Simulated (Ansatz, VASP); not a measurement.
**Ag: VASP beside Ansatz**

```
CELL_PARAMETERS angstrom
2.64708 0.00000 0.00000
0.00000 2.64708 0.00000
0.00000 0.00000 2.64708
ATOMIC_POSITIONS crystal
Ag 0.00000 0.00000 0.00000
```

Alike in both runs: task single point; functional LDA; k mesh 12 × 12 × 12; occupations fermi-dirac, width 0.1 eV; non-collinear spin, spin-orbit coupling.

```csv
,VASP,Ansatz
version,VASP 6.6.1,Ansatz 0.2.0
potentials or method,"VASP PAW LDA potentials, release 64 (Ag), cutoff 520 eV","plane waves (420 eV) with PAW, fully relativistic with spin-orbit coupling"
valence electrons in the cell,11,19
```

|  | VASP | Ansatz | Ansatz less VASP |
| --- | --- | --- | --- |
| net moment per atom (μB) | 0.00 | 0.00 | 0.000 |

Ansatz warns that its potentials were made for another functional, while VASP's fit it. LDA's correlation is that of Perdew and Zunger in VASP and of Perdew and Wang (1992) in Ansatz. VASP's potentials hold 11 valence electrons a cell and Ansatz's 19, so a difference there can come from the potentials and not from the codes.
